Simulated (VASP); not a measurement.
# Bi2S3 (Pnma) in VASP: single point with PBE

Aim: the single point of Bi2S3 with PBE.

Program: VASP 6.6.1. These are calculated values, not measurements. Logs are shortened: lines on timing, memory, paths and dates and some standing lists are left out, and cuts for length are marked.

**1. The cell of the first run**

It takes space group Pnma (No. 62, orthorhombic). The conventional cell has a = 10.987 Å, b = 3.935 Å, c = 10.903 Å, α = 90.00°, β = 90.00°, γ = 90.00°. Bi (site symmetry m) has 7 S at 2.70 to 3.10 Å within 3.6 Å. Bi (site symmetry m) has 7 S at 2.65 to 3.16 Å within 3.5 Å. S (site symmetry m) has 5 Bi at 2.65 to 2.95 Å and 11 S at 3.62 to 4.02 Å within 4.1 Å. S (site symmetry m) has 5 Bi at 2.70 to 3.16 Å and 6 S at 3.26 to 3.67 Å within 3.7 Å. Within 4.1 Å of S (site symmetry m) lie 5 Bi at 2.74 to 3.83 Å and 10 S at 3.26 to 4.02 Å.

**2. Single point, PBE**

INCAR reads:

```
SYSTEM = Bi2S3
ALGO     = Normal         ! electronic algorithm
EDIFF    = 1E-6           ! SCF threshold, eV
ENCUT    = 520            ! plane-wave cutoff, eV
GGA      = PE             ! functional
ISIF     = 2              ! what is computed and relaxed
ISMEAR   = -1             ! smearing method
LASPH    = .TRUE.         ! aspherical terms in the spheres
LCHARG   = .FALSE.        ! write CHGCAR
LREAL    = Auto         
LWAVE    = .FALSE.        ! write WAVECAR
NBANDS   = 112            ! bands
NELM     = 100            ! most SCF steps
PREC     = Accurate       ! precision mode
SIGMA    = 0.02           ! smearing width, eV
```

KPOINTS reads:

```
k-points
0
G
  3 7 3
  0 0 0
```

POSCAR reads:

```
Bi2S3
1.0
   10.9870000000      0.0000000000      0.0000000000
    0.0000000000      3.9353000000      0.0000000000
    0.0000000000      0.0000000000     10.9030000000
Bi S
8 12
Direct
    0.0019773036      0.2500000000      0.6757501132
    0.4980226964      0.7500000000      0.1757501132
    0.5019773036      0.2500000000      0.8242498868
    0.9980226964      0.7500000000      0.3242498868
    0.3301602517      0.2500000000      0.4696463967
    0.1698397483      0.7500000000      0.9696463967
    0.8301602517      0.2500000000      0.0303536033
    0.6698397483      0.7500000000      0.5303536033
    0.0506899736      0.2500000000      0.1295197815
    0.4493100264      0.7500000000      0.6295197815
    0.5506899736      0.2500000000      0.3704802185
    0.9493100264      0.7500000000      0.8704802185
    0.3768098893      0.2500000000      0.0573928470
    0.1231901107      0.7500000000      0.5573928470
    0.8768098893      0.2500000000      0.4426071530
    0.6231901107      0.7500000000      0.9426071530
    0.2203680217      0.2500000000      0.8029643478
    0.2796319783      0.7500000000      0.3029643478
    0.7203680217      0.2500000000      0.6970356522
    0.7796319783      0.7500000000      0.1970356522
```

Potentials or basis: VASP PAW PBE potentials, release 64 (Bi_d, S).

Run with:

```sh
> cat potpaw_PBE.64/Bi_d/POTCAR potpaw_PBE.64/S/POTCAR > POTCAR
> mpirun -np 1 vasp_std > vasp.out
```

OUTCAR:

```text
SYSTEM = Bi2S3
   EDIFF = 1E-6
   ENCUT = 520
   GGA = PE
   ISIF = 2
   ISMEAR = -1
   LASPH = .TRUE.
   LREAL = Auto
   NELM = 100
   PREC = Accurate

 ion  position               nearest neighbor table
   1  0.002  0.250  0.676-  14 2.70  14 2.70  17 2.77  15 2.89  12 2.95  12 2.95  19 3.10
   2  0.498  0.750  0.176-  13 2.70  13 2.70  18 2.77  16 2.89  11 2.95  11 2.95  20 3.10
   3  0.502  0.250  0.824-  16 2.70  16 2.70  19 2.77  13 2.89  10 2.95  10 2.95  17 3.10
   4  0.998  0.750  0.324-  15 2.70  15 2.70  20 2.77  14 2.89   9 2.95   9 2.95  18 3.10
   5  0.330  0.250  0.470-  11 2.65  18 2.74  18 2.74  10 2.94  10 2.94  14 3.16  14 3.16
   6  0.170  0.750  0.970-  12 2.65  17 2.74  17 2.74   9 2.94   9 2.94  13 3.16  13 3.16
   7  0.830  0.250  0.030-   9 2.65  20 2.74  20 2.74  12 2.94  12 2.94  16 3.16  16 3.16
   8  0.670  0.750  0.530-  10 2.65  19 2.74  19 2.74  11 2.94  11 2.94  15 3.16  15 3.16
   9  0.051  0.250  0.130-   7 2.65   6 2.94   6 2.94   4 2.95   4 2.95
  10  0.449  0.750  0.630-   8 2.65   5 2.94   5 2.94   3 2.95   3 2.95
  11  0.551  0.250  0.370-   5 2.65   8 2.94   8 2.94   2 2.95   2 2.95
  12  0.949  0.750  0.870-   6 2.65   7 2.94   7 2.94   1 2.95   1 2.95
  13  0.377  0.250  0.057-   2 2.70   2 2.70   3 2.89   6 3.16   6 3.16
  14  0.123  0.750  0.557-   1 2.70   1 2.70   4 2.89   5 3.16   5 3.16
  15  0.877  0.250  0.443-   4 2.70   4 2.70   1 2.89   8 3.16   8 3.16
  16  0.623  0.750  0.943-   3 2.70   3 2.70   2 2.89   7 3.16   7 3.16
  17  0.220  0.250  0.803-   6 2.74   6 2.74   1 2.77   3 3.10
  18  0.280  0.750  0.303-   5 2.74   5 2.74   2 2.77   4 3.10
  19  0.720  0.250  0.697-   8 2.74   8 2.74   3 2.77   1 3.10
  20  0.780  0.750  0.197-   7 2.74   7 2.74   4 2.77   2 3.10

  LATTYP: Found a simple orthorhombic cell.
 ALAT       =     3.9353000000
 B/A-ratio  =     2.7705638706
 C/A-ratio  =     2.7919091302

  Lattice vectors:

 A1 = (   0.0000000000,   3.9353000000,   0.0000000000)
 A2 = (   0.0000000000,   0.0000000000,  10.9030000000)
 A3 = (  10.9870000000,   0.0000000000,   0.0000000000)

Analysis of symmetry for initial positions (statically):
=====================================================================
 Subroutine PRICEL returns:
 Original cell was already a primitive cell.

 Routine SETGRP: Setting up the symmetry group for a
 simple orthorhombic supercell.

 Subroutine GETGRP returns: Found  8 space group operations
 (whereof  2 operations were pure point group operations)
 out of a pool of  8 trial point group operations.

The static configuration has the point symmetry S_2 .
 The point group associated with its full space group is D_2h.

Analysis of symmetry for dynamics (positions and initial velocities):
=====================================================================
 Subroutine PRICEL returns:
 Original cell was already a primitive cell.

 Routine SETGRP: Setting up the symmetry group for a
 simple orthorhombic supercell.

 Subroutine GETGRP returns: Found  8 space group operations
 (whereof  2 operations were pure point group operations)
 out of a pool of  8 trial point group operations.

The dynamic configuration has the point symmetry S_2 .
 The point group associated with its full space group is D_2h.

 Subroutine INISYM returns: Found  8 space group operations
 (whereof  2 operations are pure point group operations),
 and found     1 'primitive' translations

----------------------------------------------------------------------------------------

                                     Primitive cell

  volume of cell :     471.4145

  direct lattice vectors                    reciprocal lattice vectors
    10.987000000  0.000000000  0.000000000     0.091016656  0.000000000  0.000000000
     0.000000000  3.935300000  0.000000000     0.000000000  0.254110233  0.000000000
     0.000000000  0.000000000 10.903000000     0.000000000  0.000000000  0.091717876

  length of vectors
    10.987000000  3.935300000 10.903000000     0.091016656  0.254110233  0.091717876

  position of ions in fractional coordinates (direct lattice)
     0.001977304  0.250000000  0.675750113
     0.498022696  0.750000000  0.175750113
     0.501977304  0.250000000  0.824249887
     0.998022696  0.750000000  0.324249887
     0.330160252  0.250000000  0.469646397
     0.169839748  0.750000000  0.969646397
[... 12 lines left out ...]
     0.720368022  0.250000000  0.697035652
     0.779631978  0.750000000  0.197035652

  ion indices of the primitive-cell ions
   primitive index   ion index
                 1           1
                 2           2
                 3           3
                 4           4
                 5           5
                 6           6
[... 12 lines left out ...]
                19          19
                20          20

----------------------------------------------------------------------------------------

 KPOINTS: k-points

Automatic generation of k-mesh.
 Grid dimensions read from file:
 generate k-points for:    3    7    3

 Generating k-lattice:

  Cartesian coordinates                     Fractional coordinates (reciprocal lattice)
     0.030338885  0.000000000  0.000000000     0.333333333  0.000000000  0.000000000
     0.000000000  0.036301462  0.000000000     0.000000000  0.142857143  0.000000000
     0.000000000  0.000000000  0.030572625     0.000000000  0.000000000  0.333333333

  Length of vectors
     0.030338885  0.036301462  0.030572625

  Shift w.r.t. Gamma in fractional coordinates (k-lattice)
     0.000000000  0.000000000  0.000000000

 Subroutine IBZKPT returns following result:
 ===========================================

 Found     16 irreducible k-points:

 Following reciprocal coordinates:
            Coordinates               Weight
  0.000000  0.000000  0.000000      1.000000
  0.333333  0.000000  0.000000      2.000000
  0.000000  0.142857  0.000000      2.000000
  0.333333  0.142857  0.000000      4.000000
  0.000000  0.285714  0.000000      2.000000
  0.333333  0.285714  0.000000      4.000000
[... 8 lines left out ...]
  0.000000  0.428571  0.333333      4.000000
  0.333333  0.428571  0.333333      8.000000
   k-points           NKPTS =     16   k-points in BZ     NKDIM =     16   number of bands    NBANDS=    112
   number of dos      NEDOS =    301   number of ions     NIONS =     20
   total plane-waves  NPLWV = 211680
   dimension x,y,z NGX =    84 NGY =   30 NGZ =   84
   dimension x,y,z NGXF=   168 NGYF=   60 NGZF=  168
   ions per type =               8  12
   NGX,Y,Z   is equivalent  to a cutoff of  12.71, 12.67, 12.81 a.u.
   NGXF,Y,Z  is equivalent  to a cutoff of  25.42, 25.35, 25.62 a.u.
 SYSTEM =  Bi2S3
   PREC   = accura    normal or accurate (medium, high low for compatibility)
   ISTART =      0    job   : 0-new  1-cont  2-samecut
   ICHARG =      2    charge: 1-file 2-atom 10-const
   ISPIN  =      1    spin polarized calculation?
   LNONCOLLINEAR =      F non collinear calculations
   LSORBIT =      F    spin-orbit coupling
   LASPH  =      T    aspherical Exc in radial PAW
   ENCUT  =  520.0 eV  38.22 Ry    6.18 a.u.  20.43  7.32 20.27*2*pi/ulx,y,z
   NELM   =    100;   NELMIN=  2; NELMDL= -5     # of ELM steps
   EDIFF  = 0.1E-05   stopping-criterion for ELM
   LREAL  =      T    real-space projection
   EDIFFG = 0.1E-04   stopping-criterion for IOM
   NSW    =      0    number of steps for IOM
   IBRION =     -1    ionic relax: 0-MD 1-quasi-New 2-CG
   NFREE  =      0    steps in history (QN), initial steepest desc. (CG)
   ISIF   =      2    stress and relaxation
   ISYM   =      2    0-nonsym 1-usesym 2-fastsym
   POTIM  = 0.5000    time-step for ionic-motion
   TEBEG  =    0.0;   TEEND  =   0.0 temperature during run
   PSTRESS=    0.0 pullay stress
   NELECT =     192.0000    total number of electrons
   NUPDOWN=      -1.0000    fix difference up-down
   EMIN   =  10.00;   EMAX   =-10.00  energy-range for DOS
   EFERMI =   0.00;   METHOD = LEGACY
   ISMEAR =    -1;   SIGMA  =   0.02  broadening in eV -4-tet -1-fermi 0-gaus
   EFERMI_NEDOS =   21; number of points for ismear=-14 and -15
   IALGO  =     38    algorithm
   IMIX   =      4    mixing-type and parameters
     AMIX     =   0.40;   BMIX     =  1.00
     AMIX_MAG =   1.60;   BMIX_MAG =  1.00
  volume/ion in A,a.u.               =      23.57       159.06
  Fermi-wavevector in a.u.,A,eV,Ry     =   1.213503  2.293188 20.035802  1.472590
  Thomas-Fermi vector in A             =   2.348953
   LORBIT       =      0    0 simple, 1 ext, 2 COOP (PROOUT), +10 PAW based schemes
   GGA     = PE    functional components
   LHFCALC =     F    Hartree Fock is set to
   AEXX    =    0.0000 exact exchange contribution
   IVDW    =     0    specifies the selected vdW correction
   LEPSILON=     F    determine dielectric tensor
   LRPA    =     F    only Hartree local field effects (RPA)
 non-spin polarized calculation
  energy-cutoff  :      520.00
  volume of cell :      471.41
 maximum number of plane-waves:     12727
 NGX is ok and might be reduce to    84
   NGX = 41   NGY = 15   NGZ = 41

 number of electron     192.0000017 magnetization

 Free energy of the ion-electron system (eV)
  ---------------------------------------------------
  ext. energy  EPLUGINS =         0.00000000
  ---------------------------------------------------
  free energy    TOTEN  =       -87.00145797 eV

  energy without entropy =      -87.00145797  energy(sigma->0) =      -87.00145797

 E-fermi :   6.4615     XC(G=0): -10.0521

 val. band max:        6.0308335186   @ k =   0.3333   0.0000   0.0000
 cond. band min:       7.1953906666   @ k =   0.0000   0.0000   0.0000
 fundamental gap:      1.1645571479
 Fermi energy:         6.4615194247

 k-point     1 :       0.0000    0.0000    0.0000
  band No.  band energies     occupation
      1     -16.5981      2.00000
      2     -16.5949      2.00000
      3     -16.5918      2.00000
      4     -16.5914      2.00000
      5     -16.5895      2.00000
      6     -16.5870      2.00000
[... 100 lines left out ...]
    107       9.3348      0.00000
    108       9.3632      0.00000
[... 1663 lines left out ...]
    107       9.6727      0.00000
    108       9.8238      0.00000
 [bands above 108 left out]

------------------------ aborting loop because EDIFF is reached ----------------------------------------

  FORCE on cell =-STRESS in cart. coord.  units (eV):
  Direction    XX          YY          ZZ          XY          YZ          ZX
  --------------------------------------------------------------------------------------
  -------------------------------------------------------------------------------------
  Total       12.4225487     12.9927507     11.5954961      0.0000000      0.0000000      0.0000000
  in kB       42.2200076     44.1579298     39.4091379      0.0000000      0.0000000      0.0000000
  external PRESSURE =      41.9290251 kB  Pullay stress =       0.0000000 kB

 VOLUME and BASIS-vectors are now :
 -----------------------------------------------------------------------------
  energy-cutoff  :      520.00
  volume of cell :      471.41
      direct lattice vectors                 reciprocal lattice vectors
    10.987000000  0.000000000  0.000000000     0.091016656  0.000000000  0.000000000
     0.000000000  3.935300000  0.000000000     0.000000000  0.254110233  0.000000000
     0.000000000  0.000000000 10.903000000     0.000000000  0.000000000  0.091717876

 POSITION                                       TOTAL-FORCE (eV/Angst)
 -----------------------------------------------------------------------------------
      0.02172      0.98382      7.36770         0.004215     -0.000000      0.004441
      5.47178      2.95147      1.91620        -0.004215      0.000000      0.004441
      5.51522      0.98382      8.98680         0.004215      0.000000     -0.004441
     10.96528      2.95147      3.53530        -0.004215      0.000000     -0.004441
      3.62747      0.98382      5.12055         0.013650      0.000000      0.000984
      1.86603      2.95147     10.57205        -0.013650     -0.000000      0.000984
[... 12 lines left out ...]
      7.91468      0.98382      7.59978        -0.001008     -0.000000      0.013026
      8.56582      2.95147      2.14828         0.001008      0.000000      0.013026
 -----------------------------------------------------------------------------------
    total drift:                                0.000000     -0.000000     -0.000000

  FREE ENERGIE OF THE ION-ELECTRON SYSTEM (eV)
  ---------------------------------------------------
  free  energy   TOTEN  =       -87.0014579678 eV

  energy  without entropy=      -87.0014579678  energy(sigma->0) =      -87.00145797
```

Run time: 33 min. Hardware: 1 thread of Oxide Virtual Turin-like, shared host; peak memory 0.75 GiB.

What came out:

- Free energy: -87.0015 eV
- Pressure: 4.2 GPa
- Largest force: 0.014 eV/Å
- Band gap on the k mesh: 1.16 eV (least direct gap 1.24 eV)

Forces on the atoms (eV/Å):
```
Bi   0.004  0.000  0.004
Bi  -0.004  0.000  0.004
Bi   0.004  0.000 -0.004
Bi  -0.004  0.000 -0.004
Bi   0.014  0.000  0.001
Bi  -0.014  0.000  0.001
Bi   0.014  0.000 -0.001
Bi  -0.014  0.000 -0.001
S    0.003  0.000  0.005
S   -0.003  0.000  0.005
S    0.003  0.000 -0.005
S   -0.003  0.000 -0.005
S   -0.006  0.000  0.000
S    0.006  0.000  0.000
S   -0.006  0.000  0.000
S    0.006  0.000  0.000
S   -0.001  0.000 -0.013
S    0.001  0.000 -0.013
S   -0.001  0.000  0.013
S    0.001  0.000  0.013
```

Levels at points of the mesh, in eV from the valence-band top:
```csv
k point,band 92,band 93,band 94,band 95,band 96,band 97,band 98,band 99,band 100,band 101
"(0.00, 0.00, 0.00)",-0.44,-0.26,-0.22,-0.20,-0.07,1.16,1.83,1.86,2.28,2.38
```

Caveat: the cell stands under pressure; spin-orbit coupling is left out, which moves the levels of the heavy elements.
